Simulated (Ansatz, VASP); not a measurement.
# One calculation of PbS, two programs

```
Pb S
1.0
     2.05184   -5.91033    0.00000
     2.05184    5.91033    0.00000
     0.00000    0.00000    4.22148
Pb S
2 2
Cartesian
  2.0518 -4.3670 3.1661
  2.0518 4.3670 1.0554
  2.0518 -1.7164 3.1661
  2.0518 1.7164 1.0554
```

Alike in both runs: task single point; functional LDA; k mesh 6 × 6 × 6; no spin polarisation.

```csv
,VASP,Ansatz
version,VASP 6.6.1,Ansatz 0.2.0
potentials or method,"VASP PAW LDA potentials, release 64 (Pb_d, S), cutoff 520 eV","plane waves, PAW"
occupations,"gaussian, width 0.01 eV",fixed
valence electrons in the cell,40,40
```

Ansatz gave:

```
pressure (GPa)                                                : -1.4
traceless stress, the component that is largest in VASP (GPa) : 0.43
```

Q: Which values does VASP return?

A: Pressure (GPa): -1.4; traceless stress, the component that is largest in VASP (GPa): 0.41.

LDA's correlation is that of Perdew and Zunger in VASP and of Perdew and Wang (1992) in Ansatz.

Neither program's run includes spin-orbit coupling.
